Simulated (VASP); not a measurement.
# Mg7O (P6/mmm) in VASP: a series of runs, part 2 of 2

VASP 6.6.1. The steps go on from the part before.

### 5 Relaxation of cell and atoms, PBE

Input file INCAR:

```
PREC = Accurate
ENCUT = 600
EDIFF = 1E-7
ISMEAR = 0
SIGMA = 0.1
LREAL = F
LASPH = T
NELM = 60
ALGO = Normal
ISIF = 3
LWAVE = F
LCHARG = F
GGA = PE
IBRION = 2
NSW = 100
EDIFFG = -0.01
```

Input file KPOINTS:

```
regular mesh
0
Gamma
  6 6 8
```

Input file POSCAR:

```
Mg7O
1.0
    5.8347444894      0.0000000000      0.0000000000
   -2.9173722447      5.0530369524      0.0000000000
    0.0000000000      0.0000000000      5.7512812129
Mg O
7 1
Direct
    0.5000000000      0.0000000000      0.7506004864
    0.0000000000      0.5000000000      0.7506004864
    0.5000000000      0.5000000000      0.7506004864
    0.0000000000      0.5000000000      0.2493995136
    0.5000000000      0.0000000000      0.2493995136
    0.5000000000      0.5000000000      0.2493995136
    0.0000000000      0.0000000000      0.5000000000
    0.0000000000      0.0000000000      0.0000000000
```

Potentials or basis: VASP PAW PBE potentials, release 64 (Mg, O).

Started as:

```console
$ cat potpaw_PBE.64/Mg/POTCAR potpaw_PBE.64/O/POTCAR > POTCAR
$ mpirun -np 1 vasp_std > vasp.out
```

OUTCAR:

```text
PREC = Accurate
   ENCUT = 600
   EDIFF = 1E-7
   ISMEAR = 0
   LREAL = F
   LASPH = T
   NELM = 60
   ISIF = 3
   GGA = PE
   IBRION = 2
   NSW = 100
   EDIFFG = -0.01

 ion  position               nearest neighbor table
   1  0.500  0.000  0.751-   5 2.87   5 2.88   2 2.92   3 2.92   3 2.92   2 2.92   7 3.25   7 3.25

   2  0.000  0.500  0.751-   4 2.87   4 2.88   1 2.92   1 2.92   3 2.92   3 2.92   7 3.25   7 3.25

   3  0.500  0.500  0.751-   6 2.87   6 2.88   1 2.92   1 2.92   2 2.92   2 2.92   7 3.25   7 3.25

   4  0.000  0.500  0.249-   2 2.87   2 2.88   5 2.92   5 2.92   6 2.92   6 2.92   7 3.25   7 3.25

   5  0.500  0.000  0.249-   1 2.87   1 2.88   4 2.92   6 2.92   6 2.92   4 2.92   7 3.25   7 3.25

   6  0.500  0.500  0.249-   3 2.87   3 2.88   5 2.92   5 2.92   4 2.92   4 2.92   7 3.25   7 3.25

   7  0.000  0.000  0.500-   2 3.25   3 3.25   4 3.25   6 3.25   2 3.25   4 3.25   3 3.25   6 3.25
                             1 3.25   5 3.25   5 3.25   1 3.25
   8  0.000  0.000  0.000-

  LATTYP: Found a hexagonal cell.
 ALAT       =     5.8347444894
 C/A-ratio  =     0.9856954702

  Lattice vectors:

 A1 = (   5.8347444894,   0.0000000000,   0.0000000000)
 A2 = (  -2.9173722447,   5.0530369524,   0.0000000000)
 A3 = (   0.0000000000,   0.0000000000,   5.7512812129)

Analysis of symmetry for initial positions (statically):
=====================================================================
 Subroutine PRICEL returns:
 Original cell was already a primitive cell.

 Routine SETGRP: Setting up the symmetry group for a
 hexagonal supercell.

 Subroutine GETGRP returns: Found 24 space group operations
 (whereof 24 operations were pure point group operations)
 out of a pool of 24 trial point group operations.

The static configuration has the point symmetry D_6h.

Analysis of symmetry for dynamics (positions and initial velocities):
=====================================================================
 Subroutine PRICEL returns:
 Original cell was already a primitive cell.

 Routine SETGRP: Setting up the symmetry group for a
 hexagonal supercell.

 Subroutine GETGRP returns: Found 24 space group operations
 (whereof 24 operations were pure point group operations)
 out of a pool of 24 trial point group operations.

The dynamic configuration has the point symmetry D_6h.

 Subroutine INISYM returns: Found 24 space group operations
 (whereof 24 operations are pure point group operations),
 and found     1 'primitive' translations

----------------------------------------------------------------------------------------

                                     Primitive cell

  volume of cell :     169.5661

  direct lattice vectors                    reciprocal lattice vectors
     5.834744489  0.000000000  0.000000000     0.171387111  0.098950395  0.000000000
    -2.917372245  5.053036952  0.000000000     0.000000000  0.197900789  0.000000000
     0.000000000  0.000000000  5.751281213     0.000000000  0.000000000  0.173874301

  length of vectors
     5.834744489  5.834744489  5.751281213     0.197900789  0.197900789  0.173874301

  position of ions in fractional coordinates (direct lattice)
     0.500000000  0.000000000  0.750600486
     1.000000000  0.500000000  0.750600486
     0.500000000  0.500000000  0.750600486
     1.000000000  0.500000000  0.249399514
     0.500000000  0.000000000  0.249399514
[... 82 lines left out ...]
   LSORBIT =      F    spin-orbit coupling
   LASPH  =      T    aspherical Exc in radial PAW
   ENCUT  =  600.0 eV  44.10 Ry    6.64 a.u.  11.65 11.65 11.49*2*pi/ulx,y,z
   NELM   =     60;   NELMIN=  2; NELMDL= -5     # of ELM steps
   EDIFF  = 0.1E-06   stopping-criterion for ELM
   LREAL  =      F    real-space projection
   EDIFFG = -.1E-01   stopping-criterion for IOM
   NSW    =    100    number of steps for IOM
   IBRION =      2    ionic relax: 0-MD 1-quasi-New 2-CG
   NFREE  =      1    steps in history (QN), initial steepest desc. (CG)
   ISIF   =      3    stress and relaxation
   ISYM   =      2    0-nonsym 1-usesym 2-fastsym
   POTIM  = 0.5000    time-step for ionic-motion
   TEBEG  =    0.0;   TEEND  =   0.0 temperature during run
   PSTRESS=    0.0 pullay stress
   NELECT =      20.0000    total number of electrons
   NUPDOWN=      -1.0000    fix difference up-down
   EMIN   =  10.00;   EMAX   =-10.00  energy-range for DOS
   EFERMI =   0.00;   METHOD = LEGACY
   ISMEAR =     0;   SIGMA  =   0.10  broadening in eV -4-tet -1-fermi 0-gaus
   EFERMI_NEDOS =   21; number of points for ismear=-14 and -15
   IALGO  =     38    algorithm
   IMIX   =      4    mixing-type and parameters
     AMIX     =   0.40;   BMIX     =  1.00
     AMIX_MAG =   1.60;   BMIX_MAG =  1.00
  volume/ion in A,a.u.               =      21.20       143.04
  Fermi-wavevector in a.u.,A,eV,Ry     =   0.802858  1.517181  8.770048  0.644580
  Thomas-Fermi vector in A             =   1.910615
   LORBIT       =      0    0 simple, 1 ext, 2 COOP (PROOUT), +10 PAW based schemes
   GGA     = PE    functional components
   LHFCALC =     F    Hartree Fock is set to
   AEXX    =    0.0000 exact exchange contribution
   IVDW    =     0    specifies the selected vdW correction
   LEPSILON=     F    determine dielectric tensor
   LRPA    =     F    only Hartree local field effects (RPA)
 conjugate gradient relaxation of ions
 non-spin polarized calculation
 Gauss-broadening in eV      SIGMA  =   0.10
  energy-cutoff  :      600.00
  volume of cell :      169.57
 maximum number of plane-waves:      5693
 NGX is ok and might be reduce to    48
   NGX = 23   NGY = 23   NGZ = 23

--------------------------------------- Ionic step        1  -------------------------------------------

 number of electron      19.9999999 magnetization

 Free energy of the ion-electron system (eV)
  ---------------------------------------------------
  ext. energy  EPLUGINS =         0.00000000
  ---------------------------------------------------
  free energy    TOTEN  =       -14.35609811 eV

  energy without entropy =      -14.33797822  energy(sigma->0) =      -14.34703817

------------------------ aborting loop because EDIFF is reached ----------------------------------------

  FORCE on cell =-STRESS in cart. coord.  units (eV):
  Direction    XX          YY          ZZ          XY          YZ          ZX
  --------------------------------------------------------------------------------------
  -------------------------------------------------------------------------------------
  Total       -0.3487872     -0.3487872      0.1477066      0.0000000      0.0000000      0.0000000
  in kB       -3.2955826     -3.2955826      1.3956343      0.0000000      0.0000000      0.0000000
  external PRESSURE =      -1.7318436 kB  Pullay stress =       0.0000000 kB
[... 155 lines left out ...]
--------------------------------------- Ionic step        5  -------------------------------------------

 number of electron      19.9999998 magnetization

 Free energy of the ion-electron system (eV)
  ---------------------------------------------------
  ext. energy  EPLUGINS =         0.00000000
  ---------------------------------------------------
  free energy    TOTEN  =       -14.35824675 eV

  energy without entropy =      -14.33996761  energy(sigma->0) =      -14.34910718

 E-fermi :   2.4803     XC(G=0):  -8.5826

 val. band max:        2.4719978828   @ k =   0.0000   0.0000   0.2500
 cond. band min:       2.4844457318   @ k =   0.0000   0.0000   0.5000
 fundamental gap:      0.0124478490
 Fermi energy:         2.4803298520

 k-point     1 :       0.0000    0.0000    0.0000
  band No.  band energies     occupation
      1     -13.6309      2.00000
      2      -4.0544      2.00000
      3      -0.7202      2.00000
      4      -0.0466      2.00000
      5      -0.0466      2.00000
      6       0.1853      2.00000
      7       0.6615      2.00000
      8       1.5943      2.00000
      9       1.5943      2.00000
     10       1.7179      2.00000
     11       2.6461      0.01905
     12       2.6461      0.01905
     13       3.6574      0.00000
     14       4.2259      0.00000
[... 401 lines left out ...]
      2      -3.0778      2.00000
      3      -1.9995      2.00000
      4      -1.0871      2.00000
      5      -0.3096      2.00000
      6      -0.1601      2.00000
      7       0.5436      2.00000
      8       1.1140      2.00000
      9       1.1552      2.00000
     10       1.8550      2.00000
     11       3.3370      0.00000
     12       3.5017      0.00000
     13       4.3667      0.00000
     14       4.6909      0.00000
     15       5.1137      0.00000

 [... further k-points ...]

------------------------ aborting loop because EDIFF is reached ----------------------------------------

  FORCE on cell =-STRESS in cart. coord.  units (eV):
  Direction    XX          YY          ZZ          XY          YZ          ZX
  --------------------------------------------------------------------------------------
  -------------------------------------------------------------------------------------
  Total       -0.0161039     -0.0161039     -0.0343646      0.0000000      0.0000000     -0.0000000
  in kB       -0.1525677     -0.1525677     -0.3255686      0.0000000      0.0000000     -0.0000000
  external PRESSURE =      -0.2102347 kB  Pullay stress =       0.0000000 kB
[... 23 lines left out ...]
  FREE ENERGIE OF THE ION-ELECTRON SYSTEM (eV)
  ---------------------------------------------------
  free  energy   TOTEN  =       -14.3582467530 eV

  energy  without entropy=      -14.3399676064  energy(sigma->0) =      -14.34910718

 reached required accuracy - stopping structural energy minimisation
```

It took 3.1 min on 1 thread of Intel Xeon 6975P-C (Granite Rapids), shared host; peak memory 0.4 GiB.

Results:

- Free energy: -14.3582 eV
- Relaxed volume: 21.14 Å³/atom
- Relaxed cell: a = 5.810 Å, b = 5.810 Å, c = 5.785 Å, α = 90.00°, β = 90.00°, γ = 120.00°
- Space group after relaxing (to 0.1 Å): P6/mmm (No. 191)
- Energy gained by relaxing: 0.3 meV/atom
- Ionic steps: 5
- Pressure after relaxing: 0.0 GPa
- Band gap on the k mesh: zero (bands 10 and 11 overlap by 0.85 eV)

Step by step:
| step | energy change (eV) | largest force (eV/Å) | pressure (GPa) | volume (Å³) |
| --- | --- | --- | --- | --- |
| 1 | 0.0000 | 0.0165 | -0.17 | 169.57 |
| 2 | -0.0013 | 0.0178 | -0.04 | 169.00 |
| 3 | -0.0017 | 0.0193 | 0.09 | 168.49 |
| 4 | -0.0020 | 0.0131 | 0.05 | 168.70 |
| 5 | -0.0021 | 0.0016 | -0.02 | 169.11 |

Final structure:
```
Mg O
1.0
     5.81014    0.00000    0.00000
    -2.90507    5.03173    0.00000
     0.00000    0.00000    5.78464
Mg O
7 1
Direct
  0.50000 0.00000 0.75150
  0.00000 0.50000 0.75150
  0.50000 0.50000 0.75150
  0.00000 0.50000 0.24850
  0.50000 0.00000 0.24850
  0.50000 0.50000 0.24850
  0.00000 0.00000 0.50000
  0.00000 0.00000 0.00000
```

### 6 Summary

| task | spin | cell | k mesh | cutoff (eV) | gap on the mesh (eV) | pressure (GPa) | relaxed volume (Å³/atom) | largest force (eV/Å) |
| --- | --- | --- | --- | --- | --- | --- | --- | --- |
| single point | off | a = 5.816, b = 5.816, c = 5.788 Å, angles 90.0, 90.0, 120.0°, 8 atoms, atomic positions A | 6 × 6 × 8 | 520 | none | -0.1 | - | - |
| relaxation of cell and atoms | off | relaxed from a = 4.700, b = 4.700, c = 6.531 Å, angles 90.0, 90.0, 120.0°, 8 atoms, atomic positions B | 6 × 6 × 4 | 600 | none | 0.0 | 20.90 | 0.01 |
| single point | collinear, ferromagnetic start | a = 4.700, b = 4.700, c = 6.531 Å, angles 90.0, 90.0, 120.0°, 8 atoms, atomic positions B | 6 × 6 × 4 | 520 | none | 31.8 | - | 0.33 |
| relaxation of cell and atoms | off | relaxed from a = 5.835, b = 5.835, c = 5.751 Å, angles 90.0, 90.0, 120.0°, 8 atoms, atomic positions A | 6 × 6 × 8 | 600 | none | 0.0 | 21.14 | - |

Alike in all rows: level PBE; potentials or basis VASP PAW PBE potentials, release 64 (Mg, O); smearing gaussian 0.1 eV.

Caveats: the volume moved by over 15 % at a fixed basis, so the end points are rough (at least some runs); semilocal functionals underestimate gaps, so a narrow gap can read as zero (at least some runs); the cell stands under pressure (at least some runs).

Total energies depend on the potentials used, so only differences within one code and one set of settings carry meaning.
